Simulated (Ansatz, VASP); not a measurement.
# Rh in VASP and in Ansatz

```
Rh
1.0
     2.26564    0.00000    0.00000
    -1.13282    1.96210    0.00000
     0.00000    0.00000    3.68563
Rh
2
Direct
  0.33333 0.66667 0.25000
  0.66667 0.33333 0.75000
```

Change from the starting cell: volume scaled by 0.58, PAW files.

Alike in both runs: task single point; functional PBE; k mesh 18 × 18 × 10; occupations fermi-dirac, width 0.1 eV; no spin polarisation.

|  | VASP | Ansatz |
| --- | --- | --- |
| version | VASP 6.6.1 | Ansatz 0.2.0 |
| potentials or method | VASP PAW PBE potentials, release 64 (Rh_pv) | PAW with Ansatz's default frozen-core files, scalar-relativistic |
| plane-wave cutoff (eV) | 520 | 420 |
| valence electrons in the cell | 30 | 34 |

VASP gave:

```
pressure (GPa)                                                : 531.5
traceless stress, the component that is largest in VASP (GPa) : 0.13
```

Task: Which values does Ansatz return?

Result: Pressure (GPa): 525.3; traceless stress, the component that is largest in VASP (GPa): 0.04.

Both programs put the cell under a high pressure, so it lies far from rest at this level. The functional is the same, so the differences come from potentials, cutoffs and numerics. VASP's potentials hold 30 valence electrons a cell and Ansatz's 34, so a difference there can come from the potentials and not from the codes.

Noted on VASP's run: the cell as given lies far from equilibrium.
